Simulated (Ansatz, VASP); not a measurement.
## Two plane-wave programs on PbSe

```xyz
2
Lattice="0.0000 -3.1089 -3.1089 3.1089 0.0000 -3.1089 3.1089 -3.1089 0.0000" Properties=species:S:1:pos:R:3 pbc="T T T"
Pb    0.0000    0.0000    0.0000
Se    3.1089   -3.1089   -3.1089
```

Alike in both runs: functional PBE; k mesh 10 × 10 × 10; occupations gaussian, width 0.01 eV; no spin polarisation.

Ansatz relaxed the structure, and its values are those at the end. VASP's run is a single point on that final structure, the one shown.

```csv
,VASP,Ansatz
version,VASP 6.6.1,Ansatz 0.2.0
potentials or method,"VASP PAW PBE potentials, release 64 (Pb_d, Se), cutoff 520 eV","scalar-relativistic, plane waves, PAW"
valence electrons in the cell,20,30
```

|  | VASP | Ansatz | Ansatz less VASP |
| --- | --- | --- | --- |
| gap on the k mesh at the Fermi level (eV) | 0.44 | 0.43 | -0.005 |
| least direct gap on the mesh (eV) | 0.44 | 0.43 | -0.005 |
| pressure (GPa) | 0.0 | 0.0 | +0.02 |

The functional is the same, so the differences come from potentials, cutoffs and numerics. VASP's potentials hold 20 valence electrons a cell and Ansatz's 30, so a difference there can come from the potentials and not from the codes.

Neither program's run includes spin-orbit coupling.
